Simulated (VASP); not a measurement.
A run of VASP 6.6.1:

The input INCAR:

```
SYSTEM = Cd
PREC     = Accurate       ! precision mode
ENCUT    = 520            ! plane-wave cutoff, eV
EDIFF    = 1E-6           ! SCF threshold, eV
ISMEAR   = -1             ! smearing method
SIGMA    = 0.1            ! smearing width, eV
LREAL    = .FALSE.        ! projectors in reciprocal space
LASPH    = .TRUE.         ! aspherical terms in the spheres
NELM     = 60             ! most SCF steps
ALGO     = Normal         ! electronic algorithm
ISIF     = 2              ! what is computed and relaxed
LWAVE    = .FALSE.        ! write WAVECAR
LCHARG   = .FALSE.        ! write CHGCAR
GGA      = PS             ! functional
NBANDS   = 25             ! bands
```

Contents of KPOINTS:

```
Automatic mesh
0
G
  8 8 12
  0 0 0
```

File POSCAR:

```
Cd
1.0
    4.8616216625      0.0000000000      0.0000000000
   -2.4308108312      4.2102878633      0.0000000000
    0.0000000000      0.0000000000      2.9111296539
Cd
3
Direct
    1.0000000000      0.0000000000      0.0000000000
    0.3333333333      0.6666666667      0.5000000000
    0.6666666667      0.3333333333      0.5000000000
```

Potentials or basis: VASP PAW PBE potentials, release 64 (Cd).

Run with:

```console
$ cat potpaw_PBE.64/Cd/POTCAR > POTCAR
$ mpirun -np 1 vasp_std > vasp.out
```

Hardware: 1 thread of Intel(R) Xeon(R) Platinum 8259CL CPU @ 2.50GHz (Skylake/Cascade Lake), with other jobs on the host.

Problem. Estimate the wall time of this run.

Solution. Run time: 45 s on 1 thread of Intel(R) Xeon(R) Platinum 8259CL CPU @ 2.50GHz (Skylake/Cascade Lake), on a shared host, peak memory 0.22 GiB. Counts: scf iterations 11, k points 70.
